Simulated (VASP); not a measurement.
MgO, 4 atoms in the cell. It takes space group P6/mmm (No. 191, hexagonal). Conventional cell: a = 3.658 Å, b = 3.658 Å, c = 6.912 Å, α = 90.00°, β = 90.00°, γ = 120.00°. Within 4.5 Å of Mg (site symmetry 6/mmm) lie 8 Mg at 3.46 to 3.66 Å and 12 O at 4.05 Å. Mg (site symmetry 6/mmm) has 6 O at 2.11 Å within 2.8 Å. Within 2.8 Å of O (site symmetry -6m2) lie 3 O at 2.11 Å and 3 Mg at 2.11 Å. The cell was generated, and may not be a known phase.

- Program: VASP 6.6.1
- Task: relaxation of cell and atoms
- Functional: PBE
- Potentials or basis: VASP PAW PBE potentials, release 64 (Mg, O)
- Cutoff: 600 eV
- k mesh: 12 × 12 × 8
- Occupations: gaussian, width 0.1 eV
- Spin: no spin polarisation
- Dipole correction: no
- Further INCAR settings: ALGO = Normal; EDIFF = 1e-06; IBRION = 2; EDIFFG = -0.01; NSW = 100; ISIF = 3

Potentials or basis: VASP PAW PBE potentials, release 64 (Mg, O).

Command:

```bash
$ cat potpaw_PBE.64/Mg/POTCAR potpaw_PBE.64/O/POTCAR > POTCAR
$ mpirun -np 1 vasp_std > vasp.out
```

Hardware: 1 thread of AMD EPYC 9R45 96-Core Processor (Zen 5), with other jobs on the host.

How long does it take, and how much memory?

It took 2.2 min on 1 thread of AMD EPYC 9R45 96-Core Processor (Zen 5), on a shared host, peak memory 0.27 GiB. Counts: scf iterations 29, k points 95, ion steps 3.
